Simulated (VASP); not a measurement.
# InSe (R3m) in VASP: further runs

InSe is run at these levels: PBE+D3(BJ); tasks: single point.

All numbers are computed with VASP 6.6.1; they aren't measurements. Logs are shortened: lines on timing, memory, paths and dates and some standing lists are left out, and cuts for length are marked.

### 1 The cell of the first run

Symmetry: R3m, No. 160, trigonal system. The conventional cell has a = 4.261 Å, b = 4.261 Å, c = 22.352 Å, α = 90.00°, β = 90.00°, γ = 120.00°. In (site symmetry 3m) has 1 In at 2.51 Å and 3 Se at 2.72 Å within 3.3 Å. Within 3.3 Å of In (site symmetry 3m) lie 1 In at 2.51 Å and 3 Se at 2.72 Å. Se (site symmetry 3m) has 3 In at 2.72 Å and 3 Se at 3.61 Å within 3.7 Å. Within 3.8 Å of Se (site symmetry 3m) lie 4 In at 2.72 to 3.79 Å and 3 Se at 3.61 Å.

### 2 Single point, PBE+D3(BJ)

Contents of INCAR:

```
SYSTEM = InSe
ALGO = Normal ; EDIFF = 1E-7
ENCUT = 520 ; GGA = PE
ISIF = 2 ; ISMEAR = 0
IVDW = 12 ; LASPH = .TRUE.
LCHARG = .TRUE. ; LELF = .TRUE.
LREAL = .FALSE. ; LUSENCCL = .FALSE.
LVHAR = .TRUE. ; LWAVE = .FALSE.
NBANDS = 27 ; NELM = 80
PREC = Accurate ; SIGMA = 0.03
```

Contents of KPOINTS:

```
k-points
0
G
  12 12 12
  0 0 0
```

Contents of POSCAR:

```
InSe
1.0
    2.1305445974      1.2300704968      7.4507156954
   -2.1305445974      1.2300704968      7.4507156954
    0.0000000000     -2.4601409936      7.4507156954
In Se
2 2
Direct
    0.0000475051      0.0000475051      0.0000475051
    0.1121766890      0.1121766890      0.1121766890
    0.6151385375      0.6151385375      0.6151385375
    0.8303372684      0.8303372684      0.8303372684
```

Potentials or basis: VASP PAW PBE potentials, release 64 (In_d, Se).

The run is started by

```sh
> cat potpaw_PBE.64/In_d/POTCAR potpaw_PBE.64/Se/POTCAR > POTCAR
> mpirun -np 1 vasp_std > vasp.out
```

OUTCAR:

```text
SYSTEM = InSe
   EDIFF = 1E-7
   ENCUT = 520
   GGA = PE
   ISIF = 2
   ISMEAR = 0
   IVDW = 12
   LASPH = .TRUE.
   LREAL = .FALSE.
   NELM = 80
   PREC = Accurate
 IVDW          = 12

 ion  position               nearest neighbor table
   1  0.000  0.000  0.000-   2 2.51   3 2.72   3 2.72   3 2.72
   2  0.112  0.112  0.112-   1 2.51   4 2.72   4 2.72   4 2.72
   3  0.615  0.615  0.615-   1 2.72   1 2.72   1 2.72
   4  0.830  0.830  0.830-   2 2.72   2 2.72   2 2.72

  LATTYP: Found a trigonal (rhomboedric) cell.
 ALAT       =     7.8463659157
 COS(alpha) =     0.8525400306

  Lattice vectors:

 A1 = (   2.1305445974,   1.2300704968,   7.4507156954)
 A2 = (  -2.1305445974,   1.2300704968,   7.4507156954)
 A3 = (   0.0000000000,  -2.4601409936,   7.4507156954)

Analysis of symmetry for initial positions (statically):
=====================================================================
 Subroutine PRICEL returns:
 Original cell was already a primitive cell.

 Routine SETGRP: Setting up the symmetry group for a
 trigonal (rhombohedral) supercell.

 Subroutine GETGRP returns: Found  6 space group operations
 (whereof  6 operations were pure point group operations)
 out of a pool of 12 trial point group operations.

The static configuration has the point symmetry C_3v.

Analysis of symmetry for dynamics (positions and initial velocities):
=====================================================================
 Subroutine PRICEL returns:
 Original cell was already a primitive cell.

 Routine SETGRP: Setting up the symmetry group for a
 trigonal (rhombohedral) supercell.

 Subroutine GETGRP returns: Found  6 space group operations
 (whereof  6 operations were pure point group operations)
 out of a pool of 12 trial point group operations.

The dynamic configuration has the point symmetry C_3v.

 Subroutine INISYM returns: Found  6 space group operations
 (whereof  6 operations are pure point group operations),
 and found     1 'primitive' translations

----------------------------------------------------------------------------------------

                                     Primitive cell

  volume of cell :     117.1574

  direct lattice vectors                    reciprocal lattice vectors
     2.130544597  1.230070497  7.450715695     0.234681781  0.135493589  0.044738431
    -2.130544597  1.230070497  7.450715695    -0.234681781  0.135493589  0.044738431
     0.000000000 -2.460140994  7.450715695     0.000000000 -0.270987179  0.044738431

  length of vectors
     7.846365916  7.846365916  7.846365916     0.274655381  0.274655381  0.274655381

  position of ions in fractional coordinates (direct lattice)
     0.000047505  0.000047505  0.000047505
     0.112176689  0.112176689  0.112176689
     0.615138538  0.615138538  0.615138538
     0.830337268  0.830337268  0.830337268

  ion indices of the primitive-cell ions
   primitive index   ion index
                 1           1
                 2           2
                 3           3
                 4           4

----------------------------------------------------------------------------------------

 KPOINTS: k-points

Automatic generation of k-mesh.
 Grid dimensions read from file:
 generate k-points for:   12   12   12

 Generating k-lattice:

  Cartesian coordinates                     Fractional coordinates (reciprocal lattice)
     0.019556815  0.011291132  0.003728203     0.083333333  0.000000000  0.000000000
    -0.019556815  0.011291132  0.003728203     0.000000000  0.083333333  0.000000000
     0.000000000 -0.022582265  0.003728203     0.000000000  0.000000000  0.083333333

  Length of vectors
     0.022887948  0.022887948  0.022887948

  Shift w.r.t. Gamma in fractional coordinates (k-lattice)
     0.000000000  0.000000000  0.000000000

 Subroutine IBZKPT returns following result:
 ===========================================

 Found    189 irreducible k-points:

 Following reciprocal coordinates:
            Coordinates               Weight
  0.000000  0.000000  0.000000      1.000000
  0.083333  0.000000  0.000000      6.000000
  0.166667  0.000000  0.000000      6.000000
  0.250000  0.000000  0.000000      6.000000
  0.333333  0.000000  0.000000      6.000000
  0.416667  0.000000  0.000000      6.000000
[... 16 lines left out ...]
  0.500000  0.166667  0.000000     12.000000
 -0.416667  0.166667  0.000000     12.000000
 [... further k-points ...]
   k-points           NKPTS =    189   k-points in BZ     NKDIM =    189   number of bands    NBANDS=     27
   number of dos      NEDOS =    301   number of ions     NIONS =      4
   total plane-waves  NPLWV = 216000
   dimension x,y,z NGX =    60 NGY =   60 NGZ =   60
   dimension x,y,z NGXF=   120 NGYF=  120 NGZF=  120
   ions per type =               2   2
   NGX,Y,Z   is equivalent  to a cutoff of  12.71, 12.71, 12.71 a.u.
   NGXF,Y,Z  is equivalent  to a cutoff of  25.43, 25.43, 25.43 a.u.
 SYSTEM =  InSe
   PREC   = accura    normal or accurate (medium, high low for compatibility)
   ISTART =      0    job   : 0-new  1-cont  2-samecut
   ICHARG =      2    charge: 1-file 2-atom 10-const
   ISPIN  =      1    spin polarized calculation?
   LNONCOLLINEAR =      F non collinear calculations
   LSORBIT =      F    spin-orbit coupling
   LASPH  =      T    aspherical Exc in radial PAW
   ENCUT  =  520.0 eV  38.22 Ry    6.18 a.u.  14.59 14.59 14.59*2*pi/ulx,y,z
   NELM   =     80;   NELMIN=  2; NELMDL= -5     # of ELM steps
   EDIFF  = 0.1E-06   stopping-criterion for ELM
   LREAL  =      F    real-space projection
   EDIFFG = 0.1E-05   stopping-criterion for IOM
   NSW    =      0    number of steps for IOM
   IBRION =     -1    ionic relax: 0-MD 1-quasi-New 2-CG
   NFREE  =      0    steps in history (QN), initial steepest desc. (CG)
   ISIF   =      2    stress and relaxation
   ISYM   =      2    0-nonsym 1-usesym 2-fastsym
   POTIM  = 0.5000    time-step for ionic-motion
   TEBEG  =    0.0;   TEEND  =   0.0 temperature during run
   PSTRESS=    0.0 pullay stress
   NELECT =      38.0000    total number of electrons
   NUPDOWN=      -1.0000    fix difference up-down
   EMIN   =  10.00;   EMAX   =-10.00  energy-range for DOS
   EFERMI =   0.00;   METHOD = LEGACY
   ISMEAR =     0;   SIGMA  =   0.03  broadening in eV -4-tet -1-fermi 0-gaus
   EFERMI_NEDOS =   21; number of points for ismear=-14 and -15
   IALGO  =     38    algorithm
   IMIX   =      4    mixing-type and parameters
     AMIX     =   0.40;   BMIX     =  1.00
     AMIX_MAG =   1.60;   BMIX_MAG =  1.00
  volume/ion in A,a.u.               =      29.29       197.65
  Fermi-wavevector in a.u.,A,eV,Ry     =   1.124811  2.125584 17.214076  1.265199
  Thomas-Fermi vector in A             =   2.261484
   LORBIT       =      0    0 simple, 1 ext, 2 COOP (PROOUT), +10 PAW based schemes
   GGA     = PE    functional components
   LHFCALC =     F    Hartree Fock is set to
   AEXX    =    0.0000 exact exchange contribution
   IVDW    =    12    specifies the selected vdW correction
   LEPSILON=     F    determine dielectric tensor
   LRPA    =     F    only Hartree local field effects (RPA)
 non-spin polarized calculation
 Gauss-broadening in eV      SIGMA  =   0.03
  energy-cutoff  :      520.00
  volume of cell :      117.16
 maximum number of plane-waves:      3184
   NGX = 29   NGY = 29   NGZ = 29

 number of electron      38.0000001 magnetization

 Free energy of the ion-electron system (eV)
  ---------------------------------------------------
  ext. energy  EPLUGINS =         0.00000000
  ---------------------------------------------------
  free energy    TOTEN  =       -13.67842693 eV

  energy without entropy =      -13.67842693  energy(sigma->0) =      -13.67842693

 E-fermi :   4.4119     XC(G=0):  -8.9128

 val. band max:        4.2845247357   @ k =   0.5000   0.5000   0.4167
 cond. band min:       4.5233333034   @ k =   0.5000   0.5000   0.5000
 fundamental gap:      0.2388085677
 Fermi energy:         4.4119451371

 k-point     1 :       0.0000    0.0000    0.0000
  band No.  band energies     occupation
      1     -11.1967      2.00000
      2     -10.7774      2.00000
      3     -10.7774      2.00000
      4     -10.5392      2.00000
      5     -10.5392      2.00000
      6     -10.4706      2.00000
[... 19 lines left out ...]
     26      10.3192      0.00000
     27      10.8381      0.00000

 k-point     2 :       0.0833    0.0000    0.0000
  band No.  band energies     occupation
      1     -11.1950      2.00000
      2     -10.7878      2.00000
      3     -10.7779      2.00000
      4     -10.5468      2.00000
      5     -10.5356      2.00000
      6     -10.4843      2.00000
[... 19 lines left out ...]
     26      10.3322      0.00000
     27      11.1582      0.00000

 k-point     3 :       0.1667    0.0000    0.0000
  band No.  band energies     occupation
      1     -11.1906      2.00000
      2     -10.8158      2.00000
      3     -10.7793      2.00000
      4     -10.5640      2.00000
      5     -10.5258      2.00000
      6     -10.5201      2.00000
[... 19 lines left out ...]
     26      10.2947      0.00000
     27      10.9005      0.00000

 k-point     4 :       0.2500    0.0000    0.0000
  band No.  band energies     occupation
      1     -11.1845      2.00000
      2     -10.8527      2.00000
      3     -10.7812      2.00000
      4     -10.5828      2.00000
      5     -10.5641      2.00000
      6     -10.5122      2.00000
[... 19 lines left out ...]
     26      10.3272      0.00000
     27      10.7907      0.00000
[... 516 lines left out ...]
      4     -10.6237      2.00000
      5     -10.5900      2.00000
      6     -10.5009      2.00000
[... 19 lines left out ...]
     26      10.6266      0.00000
     27      11.3535      0.00000

 k-point    23 :       0.5000    0.1667    0.0000
  band No.  band energies     occupation
      1     -11.1715      2.00000
      2     -10.9125      2.00000
      3     -10.7912      2.00000
      4     -10.6461      2.00000
      5     -10.5953      2.00000
      6     -10.4947      2.00000
[... 19 lines left out ...]
     26      10.9841      0.00000
     27      11.4798      0.00000

 k-point    24 :      -0.4167    0.1667    0.0000
  band No.  band energies     occupation
      1     -11.1697      2.00000
      2     -10.9202      2.00000
      3     -10.7922      2.00000
      4     -10.6533      2.00000
      5     -10.5972      2.00000
      6     -10.4924      2.00000
[... 19 lines left out ...]
     26      11.3339      0.00000
     27      11.8092      0.00000

 [... further k-points ...]

------------------------ aborting loop because EDIFF is reached ----------------------------------------

 Edisp (eV)   -1.20559

 E8    (eV) :    -0.5545

  FORCE on cell =-STRESS in cart. coord.  units (eV):
  Direction    XX          YY          ZZ          XY          YZ          ZX
  --------------------------------------------------------------------------------------
  -------------------------------------------------------------------------------------
  Total      -2.46185    -2.46185     6.74025     0.00000    -0.00000     0.00000
  in kB     -33.66682   -33.66682    92.17571     0.00000    -0.00000     0.00000
  external pressure =        8.28 kB  Pullay stress =        0.00 kB

 VOLUME and BASIS-vectors are now :
 -----------------------------------------------------------------------------
  energy-cutoff  :      520.00
  volume of cell :      117.16
      direct lattice vectors                 reciprocal lattice vectors
     2.130544597  1.230070497  7.450715695     0.234681781  0.135493589  0.044738431
    -2.130544597  1.230070497  7.450715695    -0.234681781  0.135493589  0.044738431
     0.000000000 -2.460140994  7.450715695     0.000000000 -0.270987179  0.044738431

 POSITION                                       TOTAL-FORCE (eV/Angst)
 -----------------------------------------------------------------------------------
      0.00000      0.00000      0.00106         0.000000      0.000000     -2.497727
      0.00000      0.00000      2.50739         0.000000      0.000000      2.447898
      0.00000      0.00000     13.74967         0.000000      0.000000      0.050551
      0.00000      0.00000     18.55982         0.000000      0.000000     -0.000722
 -----------------------------------------------------------------------------------
    total drift:                                0.000000      0.000000     -0.000437

  FREE ENERGIE OF THE ION-ELECTRON SYSTEM (eV)
  ---------------------------------------------------
  free  energy   TOTEN  =       -14.8840189910 eV

  energy  without entropy=      -14.8840189910  energy(sigma->0) =      -14.88401899
```

It took 11 min on 1 × NVIDIA H100 80GB with 1 thread of AMD EPYC 7R13 (Zen 3), shared host; peak memory 1.8 GiB.

Results:

* Free energy: -14.8840 eV
* Pressure: 0.8 GPa
* Largest force: 2.498 eV/Å
* Band gap on the k mesh: 0.24 eV (least direct gap 0.28 eV)
* Dispersion energy per atom: -0.301 eV

Forces on the atoms (eV/Å):
```
In   0.000  0.000 -2.498
In   0.000  0.000  2.448
Se   0.000  0.000  0.051
Se   0.000  0.000 -0.001
```

Caveat: the stress differs along the axes, from -3 to 9 GPa; spin-orbit coupling is left out, which moves the levels of the heavy elements; forces of over 1 eV/Å act on the atoms, so gaps and moduli don't describe the material at rest.

### 3 Single point, PBE+D3(BJ)

This run uses another cell than the first one, of the same volume but with other edges.

Contents of INCAR:

```
SYSTEM = InSe
PREC = Accurate
ENCUT = 520
EDIFF = 1E-6
ISMEAR = 0
SIGMA = 0.03
LREAL = .FALSE.
LASPH = .TRUE.
NELM = 60
ALGO = Normal
ISIF = 2
LWAVE = .FALSE.
LCHARG = .TRUE.
GGA = PE
IVDW = 12
LELF = .TRUE.
LVHAR = .TRUE.
NBANDS = 27
LUSENCCL = .FALSE.
```

Contents of KPOINTS:

```
regular mesh
0
G
  12 12 12
  0 0 0
```

Contents of POSCAR:

```
InSe
1.0
    1.8991963021      1.0965014963      9.3764736779
   -1.8991963021      1.0965014963      9.3764736779
    0.0000000000     -2.1930029926      9.3764736778
In Se
2 2
Direct
    0.0000475051      0.0000475051      0.0000475051
    0.1121766890      0.1121766890      0.1121766890
    0.6151385375      0.6151385375      0.6151385375
    0.8303372684      0.8303372684      0.8303372684
```

Potentials or basis: VASP PAW PBE potentials, release 64 (In_d, Se).

The run is started by

```sh
> cat potpaw_PBE.64/In_d/POTCAR potpaw_PBE.64/Se/POTCAR > POTCAR
> mpirun -np 1 vasp_std > vasp.out
```

It took 11 min on 1 × NVIDIA H100 80GB with 1 thread of AMD EPYC 7R13 (Zen 3), shared host; peak memory 2 GiB.

It converged, with:

| Quantity | Value |
| --- | --- |
| Free energy | -14.8571 eV |
| Pressure | 1.1 GPa |
| Largest force | 0.845 eV/Å |
| Band gap on the k mesh | 1.00 eV |
| Dispersion energy per atom | -0.297 eV |

Forces on the atoms (eV/Å):
```
In   0.000  0.000  0.837
In   0.000  0.000 -0.845
Se   0.000  0.000  0.167
Se   0.000  0.000 -0.158
```

Stress tensor (GPa, compression positive):
```
 4.66  0.00  0.00
 0.00  4.66  0.00
 0.00  0.00 -6.17
```

Levels at points of the mesh, in eV from the valence-band top:
```
           k point  band 17  band 18  band 19  band 20  band 21  band 22
(0.00, 0.00, 0.00)    -0.10    -0.03    -0.03     2.34     3.34     4.95
(0.50, 0.00, 0.00)    -1.26    -1.16    -1.15     1.58     2.19     3.76
(0.50, 0.50, 0.00)    -1.33    -1.07    -0.99     1.35     2.41     3.49
(0.50, 0.50, 0.50)    -0.13     0.00     0.00     1.00     3.67     5.18
```

Caveat: the stress differs along the axes, from -6 to 5 GPa; spin-orbit coupling is left out, which moves the levels of the heavy elements.
